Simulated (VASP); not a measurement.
Wanted: the native input for a VASP 6.6.1 run.

* Task: single point
* Functional: PBE
* Potentials or basis: VASP PAW PBE potentials, release 64 (Sr_sv, Zr_sv, O)
* Cutoff: 520 eV
* k mesh: 4 × 4 × 4
* Occupations: gaussian, width 0.1 eV
* Spin: collinear spin
* Starting moments: [0.0, 0.0, 1.0, 0.0, 0.0, 0.0] μB
* Dipole correction: no
* Further INCAR settings: ALGO = Normal; EDIFF = 1e-06; NBANDS = 38

The structure of Sr2ZrO3 lies in POSCAR:

```
Sr2ZrO3
1.0
    3.8493775439     -3.9275612609      0.0000000000
    3.8493775439      3.9275612609      0.0000000000
    0.0000000000      0.0000000000      7.3018864825
Sr Zr O
2 1 3
Direct
    0.2786909605      0.7213090395      0.5000000000
    0.7213090395      0.2786909605      0.5000000000
    0.5000000000      0.5000000000      0.0000000000
    0.5000000000      0.5000000000      0.2664536957
    0.5000000000      0.5000000000      0.7335463043
    0.0000000000      0.0000000000      0.5000000000
```

The cell was built from a structure type or drawn by symmetry, and may not be a known phase.

One way to write it, as run:

INCAR

```
PREC = Accurate ; ENCUT = 520
EDIFF = 1E-6 ; ISMEAR = 0
SIGMA = 0.1 ; LREAL = False
LASPH = True ; NELM = 150
ALGO = Normal ; ISIF = 2
LWAVE = False ; LCHARG = False
ISPIN = 2 ; MAGMOM = 0 0 1 0 0 0
LORBIT = 11 ; LMAXMIX = 4
GGA = PE ; NBANDS = 38
```

KPOINTS

```
Automatic mesh
0
Gamma
  4 4 4
```

Potentials or basis: VASP PAW PBE potentials, release 64 (Sr_sv, Zr_sv, O).

Run with:

```sh
$ cat potpaw_PBE.64/Sr_sv/POTCAR potpaw_PBE.64/Zr_sv/POTCAR potpaw_PBE.64/O/POTCAR > POTCAR
$ mpirun -np 1 vasp_std > vasp.out
```

Results of the run:

| Quantity | Value |
| --- | --- |
| Pressure | 0.5 GPa |
| Largest force | 0.227 eV/Å |
| Net moment | 0.94 μB per cell |
| Site moments | Sr -0.00; Zr +0.51; O -0.02, +0.01 (each value once) μB |
| Valence electrons inside the program's atomic spheres | Sr 8.10; Zr 9.73; O 5.02, 4.96 (each value once) |

Run time: 6.2 min on 1 thread of Intel(R) Xeon(R) Platinum 8488C (Sapphire Rapids), on a shared host, peak memory 0.54 GiB.
